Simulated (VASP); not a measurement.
# LiSnH3 (P6_3/mmc) in VASP: notebook

The runs below take LiSnH3 through single point, relaxation of cell and atoms, with PBE.

Everything below comes from runs of VASP 6.6.1. Logs are shortened: lines on timing, memory, paths and dates and some standing lists are left out, and cuts for length are marked.

**1. The cell of the first run**

Symmetry: P6_3/mmc, No. 194, hexagonal system. Conventional cell: a = 5.100 Å, b = 5.100 Å, c = 4.430 Å, α = 90.00°, β = 90.00°, γ = 120.00°. Li (site symmetry -3m) has 6 H at 1.90 Å and 2 Li at 2.22 Å within 2.5 Å. Sn (site symmetry -6m2) has 12 H at 2.55 to 2.62 Å and 6 Li at 3.15 Å within 3.4 Å. Within 2.5 Å of H (site symmetry mm2) lie 2 Li at 1.90 Å and 2 H at 2.42 Å.

**2. Single point, PBE**

File INCAR:

```
SYSTEM = LiSnH3
PREC = Accurate
ENCUT = 520
EDIFF = 1E-6
ISMEAR = 0
SIGMA = 0.1
LREAL = .False.
LASPH = .True.
NELM = 100
ALGO = Normal
ISIF = 2
LWAVE = .False.
LCHARG = .False.
GGA = PE
NBANDS = 31
```

File KPOINTS:

```
regular mesh
0
Gamma
  9 9 8
  0 0 0
```

File POSCAR:

```
LiSnH3
1.0
    5.1002452994      0.0000000000      0.0000000000
   -2.5501226497      4.4169419948      0.0000000000
    0.0000000000      0.0000000000      4.4304541626
Li Sn H
2 2 6
Direct
    0.0000000000      0.0000000000      0.0000000000
    0.0000000000      0.0000000000      0.5000000000
    0.3333333333      0.6666666667      0.7500000000
    0.6666666667      0.3333333333      0.2500000000
    0.8249959646      0.6499919291      0.7500000000
    0.3500080709      0.1750040354      0.7500000000
    0.8249959646      0.1750040354      0.7500000000
    0.1750040354      0.3500080709      0.2500000000
    0.6499919291      0.8249959646      0.2500000000
    0.1750040354      0.8249959646      0.2500000000
```

Potentials or basis: VASP PAW PBE potentials, release 64 (Li_sv, Sn_d, H).

Command:

```sh
$ cat potpaw_PBE.64/Li_sv/POTCAR potpaw_PBE.64/Sn_d/POTCAR potpaw_PBE.64/H/POTCAR > POTCAR
$ mpirun -np 1 vasp_std > vasp.out
```

OUTCAR:

```text
SYSTEM = LiSnH3
   PREC = Accurate
   ENCUT = 520
   EDIFF = 1E-6
   ISMEAR = 0
   LREAL = .False.
   LASPH = .True.
   NELM = 100
   ISIF = 2
   GGA = PE

 ion  position               nearest neighbor table
   1  0.000  0.000  0.000-   2 2.22   2 2.22   4 3.15   3 3.15   3 3.15   4 3.15   4 3.15   3 3.15

   2  0.000  0.000  0.500-   1 2.22   1 2.22   4 3.15   3 3.15   3 3.15   4 3.15   4 3.15   3 3.15

   3  0.333  0.667  0.750-   1 3.15   2 3.15   1 3.15   2 3.15   1 3.15   2 3.15   4 3.68   4 3.68
                             4 3.68   4 3.68   4 3.68   4 3.68
   4  0.667  0.333  0.250-   1 3.15   2 3.15   1 3.15   2 3.15   1 3.15   2 3.15   3 3.68   3 3.68
                             3 3.68   3 3.68   3 3.68   3 3.68
   5  0.825  0.650  0.750-
   6  0.350  0.175  0.750-
   7  0.825  0.175  0.750-
   8  0.175  0.350  0.250-
   9  0.650  0.825  0.250-
  10  0.175  0.825  0.250-

  LATTYP: Found a hexagonal cell.
 ALAT       =     5.1002452994
 C/A-ratio  =     0.8686747210

  Lattice vectors:

 A1 = (   5.1002452994,   0.0000000000,   0.0000000000)
 A2 = (  -2.5501226497,   4.4169419948,   0.0000000000)
 A3 = (   0.0000000000,   0.0000000000,   4.4304541626)

Analysis of symmetry for initial positions (statically):
=====================================================================
 Subroutine PRICEL returns:
 Original cell was already a primitive cell.

 Routine SETGRP: Setting up the symmetry group for a
 hexagonal supercell.

 Subroutine GETGRP returns: Found 24 space group operations
 (whereof 12 operations were pure point group operations)
 out of a pool of 24 trial point group operations.

The static configuration has the point symmetry D_3d.
 The point group associated with its full space group is D_6h.

Analysis of symmetry for dynamics (positions and initial velocities):
=====================================================================
 Subroutine PRICEL returns:
 Original cell was already a primitive cell.

 Routine SETGRP: Setting up the symmetry group for a
 hexagonal supercell.

 Subroutine GETGRP returns: Found 24 space group operations
 (whereof 12 operations were pure point group operations)
 out of a pool of 24 trial point group operations.

The dynamic configuration has the point symmetry D_3d.
 The point group associated with its full space group is D_6h.

 Subroutine INISYM returns: Found 24 space group operations
 (whereof 12 operations are pure point group operations),
 and found     1 'primitive' translations

----------------------------------------------------------------------------------------

                                     Primitive cell

  volume of cell :      99.8070

  direct lattice vectors                    reciprocal lattice vectors
     5.100245299  0.000000000  0.000000000     0.196069001  0.113200490  0.000000000
    -2.550122650  4.416941995  0.000000000     0.000000000  0.226400981  0.000000000
     0.000000000  0.000000000  4.430454163     0.000000000  0.000000000  0.225710495

  length of vectors
     5.100245299  5.100245299  4.430454163     0.226400981  0.226400981  0.225710495

  position of ions in fractional coordinates (direct lattice)
     0.000000000  0.000000000  0.000000000
     0.000000000  0.000000000  0.500000000
     0.333333333  0.666666667  0.750000000
     0.666666667  0.333333333  0.250000000
     0.824995965  0.649991929  0.750000000
     0.350008071  0.175004035  0.750000000
     0.824995965  0.175004035  0.750000000
     0.175004035  0.350008071  0.250000000
     0.649991929  0.824995965  0.250000000
     0.175004035  0.824995965  0.250000000

  ion indices of the primitive-cell ions
   primitive index   ion index
                 1           1
                 2           2
                 3           3
                 4           4
                 5           5
                 6           6
                 7           7
                 8           8
                 9           9
                10          10

----------------------------------------------------------------------------------------

 KPOINTS: regular mesh

Automatic generation of k-mesh.
 Grid dimensions read from file:
 generate k-points for:    9    9    8

 Generating k-lattice:

  Cartesian coordinates                     Fractional coordinates (reciprocal lattice)
     0.021785445  0.012577832  0.000000000     0.111111111  0.000000000  0.000000000
     0.000000000  0.025155665  0.000000000     0.000000000  0.111111111  0.000000000
     0.000000000  0.000000000  0.028213812     0.000000000  0.000000000  0.125000000

  Length of vectors
     0.025155665  0.025155665  0.028213812

  Shift w.r.t. Gamma in fractional coordinates (k-lattice)
     0.000000000  0.000000000  0.000000000

 Subroutine IBZKPT returns following result:
 ===========================================

 Found     60 irreducible k-points:

 Following reciprocal coordinates:
            Coordinates               Weight
  0.000000  0.000000  0.000000      1.000000
  0.111111  0.000000  0.000000      6.000000
  0.222222 -0.000000  0.000000      6.000000
  0.333333  0.000000  0.000000      6.000000
  0.444444 -0.000000  0.000000      6.000000
  0.111111  0.111111  0.000000      6.000000
[... 16 lines left out ...]
  0.333333  0.222222  0.125000     24.000000
  0.333333  0.333333  0.125000      4.000000
 [... further k-points ...]
   k-points           NKPTS =     60   k-points in BZ     NKDIM =     60   number of bands    NBANDS=     31
   number of dos      NEDOS =    301   number of ions     NIONS =     10
   total plane-waves  NPLWV =  57600
   dimension x,y,z NGX =    40 NGY =   40 NGZ =   36
   dimension x,y,z NGXF=    80 NGYF=   80 NGZF=   72
   ions per type =               2   2   6
   NGX,Y,Z   is equivalent  to a cutoff of  13.04, 13.04, 13.51 a.u.
   NGXF,Y,Z  is equivalent  to a cutoff of  26.08, 26.08, 27.02 a.u.
 SYSTEM =  LiSnH3
   PREC   = accura    normal or accurate (medium, high low for compatibility)
   ISTART =      0    job   : 0-new  1-cont  2-samecut
   ICHARG =      2    charge: 1-file 2-atom 10-const
   ISPIN  =      1    spin polarized calculation?
   LNONCOLLINEAR =      F non collinear calculations
   LSORBIT =      F    spin-orbit coupling
   LASPH  =      T    aspherical Exc in radial PAW
   ENCUT  =  520.0 eV  38.22 Ry    6.18 a.u.   9.48  9.48  8.24*2*pi/ulx,y,z
   NELM   =    100;   NELMIN=  2; NELMDL= -5     # of ELM steps
   EDIFF  = 0.1E-05   stopping-criterion for ELM
   LREAL  =      F    real-space projection
   EDIFFG = 0.1E-04   stopping-criterion for IOM
   NSW    =      0    number of steps for IOM
   IBRION =     -1    ionic relax: 0-MD 1-quasi-New 2-CG
   NFREE  =      0    steps in history (QN), initial steepest desc. (CG)
   ISIF   =      2    stress and relaxation
   ISYM   =      2    0-nonsym 1-usesym 2-fastsym
   POTIM  = 0.5000    time-step for ionic-motion
   TEBEG  =    0.0;   TEEND  =   0.0 temperature during run
   PSTRESS=    0.0 pullay stress
   NELECT =      40.0000    total number of electrons
   NUPDOWN=      -1.0000    fix difference up-down
   EMIN   =  10.00;   EMAX   =-10.00  energy-range for DOS
   EFERMI =   0.00;   METHOD = LEGACY
   ISMEAR =     0;   SIGMA  =   0.10  broadening in eV -4-tet -1-fermi 0-gaus
   EFERMI_NEDOS =   21; number of points for ismear=-14 and -15
   IALGO  =     38    algorithm
   IMIX   =      4    mixing-type and parameters
     AMIX     =   0.40;   BMIX     =  1.00
     AMIX_MAG =   1.60;   BMIX_MAG =  1.00
  volume/ion in A,a.u.               =       9.98        67.35
  Fermi-wavevector in a.u.,A,eV,Ry     =   1.207002  2.280902 19.821685  1.456853
  Thomas-Fermi vector in A             =   2.342652
   LORBIT       =      0    0 simple, 1 ext, 2 COOP (PROOUT), +10 PAW based schemes
   GGA     = PE    functional components
   LHFCALC =     F    Hartree Fock is set to
   AEXX    =    0.0000 exact exchange contribution
   IVDW    =     0    specifies the selected vdW correction
   LEPSILON=     F    determine dielectric tensor
   LRPA    =     F    only Hartree local field effects (RPA)
 non-spin polarized calculation
 Gauss-broadening in eV      SIGMA  =   0.10
  energy-cutoff  :      520.00
  volume of cell :       99.81
 maximum number of plane-waves:      2715
 NGX is ok and might be reduce to    40
   NGX = 19   NGY = 19   NGZ = 17

 number of electron      39.9999997 magnetization

 Free energy of the ion-electron system (eV)
  ---------------------------------------------------
  ext. energy  EPLUGINS =         0.00000000
  ---------------------------------------------------
  free energy    TOTEN  =       -29.03417622 eV

  energy without entropy =      -29.03151658  energy(sigma->0) =      -29.03284640

 E-fermi :   4.6374     XC(G=0):  -9.8098

 val. band max:        4.5202060310   @ k =   0.3333   0.0000   0.0000
 cond. band min:       4.6464985418   @ k =   0.0000   0.0000   0.1250
 fundamental gap:      0.1262925107
 Fermi energy:         4.6374480126

 k-point     1 :       0.0000    0.0000    0.0000
  band No.  band energies     occupation
      1     -40.5212      2.00000
      2     -40.3703      2.00000
      3     -16.9226      2.00000
      4     -16.9226      2.00000
      5     -16.9195      2.00000
      6     -16.8911      2.00000
[... 23 lines left out ...]
     30      11.8506      0.00000
     31      13.2723      0.00000

 k-point     2 :       0.1111    0.0000    0.0000
  band No.  band energies     occupation
      1     -40.5212      2.00000
      2     -40.3703      2.00000
      3     -16.9234      2.00000
      4     -16.9217      2.00000
      5     -16.9186      2.00000
      6     -16.8946      2.00000
[... 23 lines left out ...]
     30      11.6160      0.00000
     31      13.6911      0.00000

 k-point     3 :       0.2222   -0.0000    0.0000
  band No.  band energies     occupation
      1     -40.5211      2.00000
      2     -40.3704      2.00000
      3     -16.9253      2.00000
      4     -16.9190      2.00000
      5     -16.9167      2.00000
      6     -16.8976      2.00000
[... 23 lines left out ...]
     30      12.1142      0.00000
     31      14.6255      0.00000

 k-point     4 :       0.3333    0.0000    0.0000
  band No.  band energies     occupation
      1     -40.5211      2.00000
      2     -40.3703      2.00000
      3     -16.9273      2.00000
      4     -16.9153      2.00000
      5     -16.9153      2.00000
      6     -16.8993      2.00000
[... 23 lines left out ...]
     30      12.7962      0.00000
     31      13.6944      0.00000

 k-point     5 :       0.4444   -0.0000    0.0000
  band No.  band energies     occupation
      1     -40.5211      2.00000
      2     -40.3703      2.00000
      3     -16.9286      2.00000
      4     -16.9149      2.00000
      5     -16.9123      2.00000
      6     -16.9002      2.00000
[... 23 lines left out ...]
     30      13.5661      0.00000
     31      13.8145      0.00000
[... 542 lines left out ...]
     30      12.9762      0.00000
     31      13.9879      0.00000

 k-point    22 :       0.2222    0.2222    0.1250
  band No.  band energies     occupation
      1     -40.5154      2.00000
      2     -40.3761      2.00000
      3     -16.9287      2.00000
      4     -16.9130      2.00000
      5     -16.9095      2.00000
      6     -16.9029      2.00000
[... 23 lines left out ...]
     30      13.3960      0.00000
     31      14.3616      0.00000

 k-point    23 :       0.3333    0.2222    0.1250
  band No.  band energies     occupation
      1     -40.5154      2.00000
      2     -40.3761      2.00000
      3     -16.9295      2.00000
      4     -16.9089      2.00000
      5     -16.9059      2.00000
      6     -16.9037      2.00000
[... 23 lines left out ...]
     30      13.3098      0.00000
     31      13.8216      0.00000

 k-point    24 :       0.3333    0.3333    0.1250
  band No.  band energies     occupation
      1     -40.5154      2.00000
      2     -40.3762      2.00000
      3     -16.9300      2.00000
      4     -16.9066      2.00000
      5     -16.9025      2.00000
      6     -16.9025      2.00000
[... 23 lines left out ...]
     30      12.8456      0.00000
     31      14.4481      0.00000

 [... further k-points ...]
[... 5 lines left out ...]
  --------------------------------------------------------------------------------------
  -------------------------------------------------------------------------------------
  Total       -0.0727958     -0.0727958     -0.0840578      0.0000000      0.0000000      0.0000000
  in kB       -1.1685730     -1.1685730     -1.3493600      0.0000000      0.0000000      0.0000000
  external PRESSURE =      -1.2288354 kB  Pullay stress =       0.0000000 kB

 VOLUME and BASIS-vectors are now :
 -----------------------------------------------------------------------------
  energy-cutoff  :      520.00
  volume of cell :       99.81
      direct lattice vectors                 reciprocal lattice vectors
     5.100245299  0.000000000  0.000000000     0.196069001  0.113200490  0.000000000
    -2.550122650  4.416941995  0.000000000     0.000000000  0.226400981  0.000000000
     0.000000000  0.000000000  4.430454163     0.000000000  0.000000000  0.225710495

 POSITION                                       TOTAL-FORCE (eV/Angst)
 -----------------------------------------------------------------------------------
      0.00000      0.00000      0.00000        -0.000000     -0.000000      0.000000
      0.00000      0.00000      2.21523        -0.000000     -0.000000      0.000000
     -0.00000      2.94463      3.32284        -0.000000     -0.000000     -0.000000
      2.55012      1.47231      1.10761        -0.000000     -0.000000     -0.000000
      2.55012      2.87098      3.32284        -0.000000     -0.001807      0.000000
      1.33885      0.77298      3.32284         0.001565      0.000903      0.000000
      3.76140      0.77298      3.32284        -0.001565      0.000903     -0.000000
     -0.00000      1.54597      1.10761         0.000000      0.001807     -0.000000
      1.21128      3.64396      1.10761        -0.001565     -0.000903     -0.000000
     -1.21128      3.64396      1.10761         0.001565     -0.000903      0.000000
 -----------------------------------------------------------------------------------
    total drift:                                0.000000     -0.000000      0.000000

  FREE ENERGIE OF THE ION-ELECTRON SYSTEM (eV)
  ---------------------------------------------------
  free  energy   TOTEN  =       -29.0341762156 eV

  energy  without entropy=      -29.0315165813  energy(sigma->0) =      -29.03284640
```

It took 88 s on 1 thread of Intel Xeon 6975P-C (Granite Rapids), shared host; peak memory 0.32 GiB.

Results:

- Free energy: -29.0342 eV
- Band gap on the k mesh: zero (band 20 reaches 4.82 eV, above the bottom of band 21 at 4.43 eV)

Caveat: the cutoff is under 1.25 times the usual one of these potentials, so pressure, stress and relaxed cells hold a basis-set (Pulay) error; spin-orbit coupling is left out, which moves the levels of the heavy elements.

**3. Relaxation of cell and atoms, PBE**

This run uses another cell than the first one, of 9.90 Å³/atom, 0.992 times its volume.

File INCAR:

```
PREC     = Accurate       # precision mode
ENCUT    = 600            # plane-wave cutoff, eV
EDIFF    = 1E-6           # SCF threshold, eV
ISMEAR   = 0              # smearing method
SIGMA    = 0.1            # smearing width, eV
LREAL    = F              # projectors in reciprocal space
LASPH    = T              # aspherical terms in the spheres
NELM     = 100            # most SCF steps
ALGO     = Normal         # electronic algorithm
ISIF     = 3              # what is computed and relaxed
LWAVE    = F              # write WAVECAR
LCHARG   = F              # write CHGCAR
GGA      = PE             # functional
IBRION   = 2              # ionic algorithm
NSW      = 100            # ionic steps
EDIFFG   = -0.01          # ionic threshold
```

File KPOINTS:

```
Automatic mesh
0
Gamma
  9 9 8
```

File POSCAR:

```
LiSnH3
1.0
    5.0389227945      0.0000000000      0.0000000000
   -2.5194613973      4.3638351478      0.0000000000
    0.0000000000      0.0000000000      4.5038248711
Li Sn H
2 2 6
Direct
    0.0000000000      0.0000000000      0.0000000000
    0.0000000000      0.0000000000      0.5000000000
    0.3333333333      0.6666666667      0.7500000000
    0.6666666667      0.3333333333      0.2500000000
    0.8250653756      0.6501307513      0.7500000000
    0.3498692487      0.1749346244      0.7500000000
    0.8250653756      0.1749346244      0.7500000000
    0.1749346244      0.3498692487      0.2500000000
    0.6501307513      0.8250653756      0.2500000000
    0.1749346244      0.8250653756      0.2500000000
```

Potentials or basis: VASP PAW PBE potentials, release 64 (Li_sv, Sn_d, H).

Command:

```sh
$ cat potpaw_PBE.64/Li_sv/POTCAR potpaw_PBE.64/Sn_d/POTCAR potpaw_PBE.64/H/POTCAR > POTCAR
$ mpirun -np 1 vasp_std > vasp.out
```

It took 4.4 min on 1 thread of Intel Xeon 6975P-C (Granite Rapids), shared host; peak memory 0.35 GiB.

The run converged. Its results:

```
Free energy                            : -29.0358 eV
Relaxed volume                         : 9.98 Å³/atom
Relaxed cell                           : a = 5.100 Å, b = 5.100 Å, c = 4.431 Å, α = 90.00°, β = 90.00°, γ = 120.00°
Space group after relaxing (to 0.05 Å) : P6_3/mmc (No. 194)
Energy gained by relaxing              : 1.1 meV/atom
Ionic steps                            : 6
Pressure after relaxing                : -0.1 GPa
Largest force after relaxing           : 0.006 eV/Å
Band gap on the k mesh                 : zero (band 20 reaches 4.81 eV, above the bottom of band 21 at 4.43 eV)
```

Forces in eV/Å, atoms in the order of the input:
```
Li   0.000  0.000  0.000
Li   0.000  0.000  0.000
Sn   0.000  0.000  0.000
Sn   0.000  0.000  0.000
H    0.000 -0.006  0.000
H    0.005  0.003  0.000
H   -0.005  0.003  0.000
H    0.000  0.006  0.000
H   -0.005 -0.003  0.000
H    0.005 -0.003  0.000
```

Step by step:
```csv
step,energy change (eV),largest force (eV/Å),pressure (GPa),volume (Å³)
1,0.0000,0.0036,0.22,99.03
2,-0.0034,0.0027,0.14,99.23
3,-0.0099,0.0023,-0.06,99.78
4,-0.0039,0.0091,-0.37,100.86
5,-0.0109,0.0052,-0.15,100.07
6,-0.0111,0.0058,-0.06,99.83
```

Final structure:
```
Li Sn H
1.0
     5.10018    0.00000    0.00000
    -2.55009    4.41689    0.00000
     0.00000    0.00000    4.43142
Li Sn H
2 2 6
Direct
  0.00000 0.00000 0.00000
  0.00000 0.00000 0.50000
  0.33333 0.66667 0.75000
  0.66667 0.33333 0.25000
  0.82512 0.65025 0.75000
  0.34975 0.17488 0.75000
  0.82512 0.17488 0.75000
  0.17488 0.34975 0.25000
  0.65025 0.82512 0.25000
  0.17488 0.82512 0.25000
```

Levels at points of the mesh, in eV from the Fermi level:
```tsv
k point	band 17	band 18	band 19	band 20	band 21	band 22	band 23	band 24
(0.00, 0.00, 0.00)	-3.16	-2.36	-2.36	-0.75	0.45	2.01	2.01	3.85
(0.00, 0.00, 0.50)	-1.89	-1.89	-1.89	-1.89	0.21	0.21	0.21	0.21
```

Caveat: the cutoff is under 1.25 times the usual one of these potentials, so pressure, stress and relaxed cells hold a basis-set (Pulay) error; spin-orbit coupling is left out, which moves the levels of the heavy elements.
